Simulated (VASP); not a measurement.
A run of VASP 6.6.1 is set up as follows.

Contents of INCAR:

```
SYSTEM = TaN
ALGO     = Normal         ! electronic algorithm
EDIFF    = 1E-6           ! SCF threshold, eV
ENCUT    = 520            ! plane-wave cutoff, eV
GGA      = PE             ! functional
ISIF     = 2              ! what is computed and relaxed
ISMEAR   = -1             ! smearing method
LASPH    = .True.         ! aspherical terms in the spheres
LCHARG   = .False.        ! write CHGCAR
LREAL    = .False.        ! projectors in reciprocal space
LWAVE    = .False.        ! write WAVECAR
NBANDS   = 33             ! bands
NELM     = 100            ! most SCF steps
PREC     = Accurate       ! precision mode
SIGMA    = 0.1            ! smearing width, eV
```

KPOINTS

```
k-points
0
Gamma
  7 7 11
  0 0 0
```

The input POSCAR:

```
TaN
1.0
    5.2610212696      0.0000000000      0.0000000000
   -2.6305106348      4.5561780693      0.0000000000
    0.0000000000      0.0000000000      2.9236568537
Ta N
3 3
Direct
    0.0000000000      0.0000000000      0.0000000000
    0.3333333333      0.6666666667      0.5000000000
    0.6666666667      0.3333333333      0.5000000000
    0.5000000000      0.0000000000      0.0000000000
    0.5000000000      0.5000000000      0.0000000000
    0.0000000000      0.5000000000      0.0000000000
```

Potentials or basis: VASP PAW PBE potentials, release 64 (Ta_pv, N).

Command:

```sh
$ cat potpaw_PBE.64/Ta_pv/POTCAR potpaw_PBE.64/N/POTCAR > POTCAR
$ mpirun -np 1 vasp_std > vasp.out
```

What does it give for the band gap on the k mesh?

Zero (bands 24 and 25 overlap by 1.99 eV).

What does it give for the pressure?

0.8 GPa.

Stress tensor (GPa, compression positive):
```
0.76 0.00 0.00
0.00 0.76 0.00
0.00 0.00 1.01
```

Caveat: spin-orbit coupling is left out, which moves the levels of the heavy elements.
